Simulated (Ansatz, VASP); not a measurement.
# Two plane-wave programs on I

```xyz
1
Lattice="0.0000 1.9469 1.9469 1.9469 0.0000 1.9469 1.9469 1.9469 0.0000" Properties=species:S:1:pos:R:3 pbc="T T T"
I     0.0000    0.0000    0.0000
```

Alike in both runs: task relaxation of cell and atoms; functional PBE; k mesh 14 × 14 × 14; occupations fermi-dirac, width 0.08 eV; no spin polarisation.

|  | VASP | Ansatz |
| --- | --- | --- |
| version | VASP 6.6.1 | Ansatz 0.2.0 |
| potentials or method | VASP PAW PBE potentials, release 64 (I) | PAW with Ansatz's default frozen-core files, scalar-relativistic |
| plane-wave cutoff (eV) | 600 | 420 |
| valence electrons in the cell | 7 | 17 |

|  | VASP | Ansatz | Ansatz less VASP |
| --- | --- | --- | --- |
| relaxed volume (Å³/atom) | 35.10 | 35.18 | +0.076 |
| relaxed length of the cell vector where the two differ most in proportion (Å) | 3.675 | 3.678 | +0.0027 |

VASP's potentials hold 7 valence electrons a cell and Ansatz's 17, so a difference there can come from the potentials and not from the codes.

Spin-orbit coupling is off throughout. Noted on VASP's run: the volume moved by over 15 % at a fixed basis, so the end points are rough.
